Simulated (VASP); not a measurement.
Here is a VASP 6.6.1 calculation.

File POSCAR:

```
N
1.0
    4.1641619522      0.0000000000      0.0000000000
    0.0000000000      4.1641619522      0.0000000000
    0.0000000000      0.0000000000      5.4507616973
N
4
Direct
    0.9042752000      0.9042752000      0.0000000000
    0.5957248000      0.4042752000      0.5000000000
    0.0957248000      0.0957248000      0.0000000000
    0.4042752000      0.5957248000      0.5000000000
```

The input INCAR.step1:

```
PREC = Accurate
ENCUT = 520
ISMEAR = 0
SIGMA = 0.01
LREAL = F
LASPH = T
NELM = 100
NBANDS = 18
GGA = PE
ALGO = Normal
EDIFF = 1E-4
LWAVE = T
LCHARG = F
```

The input INCAR.step2:

```
PREC = Accurate
ENCUT = 520
EDIFF = 1E-6
ISMEAR = 0
SIGMA = 0.01
LREAL = F
LASPH = T
NELM = 100
ALGO = Normal
ISIF = 2
LWAVE = F
LCHARG = F
METAGGA = R2SCAN
LMIXTAU = T
IVDW = 12
VDW_S6 = 1.0
VDW_S8 = 0.78981345
VDW_A1 = 0.49484001
VDW_A2 = 5.73083694
NBANDS = 18
ISTART = 1
```

File KPOINTS:

```
regular mesh
0
Gamma
  4 4 3
```

Potentials or basis: VASP PAW PBE potentials, release 64 (N).

Run with:

```console
$ cat potpaw_PBE.64/N/POTCAR > POTCAR
$ cp INCAR.step1 INCAR
$ mpirun -np 1 vasp_std > vasp.out
$ cp INCAR.step2 INCAR
$ mpirun -np 1 vasp_std > vasp.out
```

What does it give for the band gap on the k mesh?

7.43 eV, indirect (least direct gap 7.61 eV).

Predict the dispersion energy per atom.

-0.028 eV.

Predict the largest force.

3.055 eV/Å.

Predict the pressure.

-4.3 GPa.

Forces on the atoms (eV/Å):
```
N    2.160  2.160  0.000
N   -2.160  2.160  0.000
N   -2.160 -2.160  0.000
N    2.160 -2.160  0.000
```

Caveat: the standard files for N, O and F lose accuracy on very short bonds; three body term missing; the PAW data sets were made with another functional, which shifts forces and pressure a little. r2SCAN opens gaps a little over a GGA but as a rule still falls short of measured ones.
